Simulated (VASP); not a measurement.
GaN:

```
Ga N
1.0
     3.18000    0.00000    0.00000
    -1.59000    2.75396    0.00000
     0.00000    0.00000    5.16600
Ga N
2 2
Cartesian
  0.0000 1.8360 0.0000
  1.5900 0.9180 2.5830
  0.0000 1.8360 1.9373
  1.5900 0.9180 4.5203
```

Base run:

| Property | Result |
| --- | --- |
| Program | VASP 6.6.1 |
| Functional | PBE |
| Potentials or basis | VASP PAW PBE potentials, release 64 (Ga_d, N) |
| Cutoff | 520 eV |
| k mesh | 12 × 12 × 4 |
| Occupations | gaussian, width 0.01 eV |
| Spin | no spin polarisation |

Its results: band gap on the k mesh 1.97 eV, direct; pressure 7.3 GPa; largest force 0.134 eV/Å.

Problem. The run is repeated on the same cell with these changes: functional from PBE to PBEsol; further incar settings from ALGO = Normal; EDIFF = 1e-06; NBANDS = 26 to ALGO = Normal; EDIFF = 1e-07; NBANDS = 26. What comes out?

Solution. Band gap on the k mesh 1.93 eV, direct; pressure 0.8 GPa; largest force 0.131 eV/Å.

Caveats: the PAW data sets were made with another functional, which shifts forces and pressure a little (some runs).

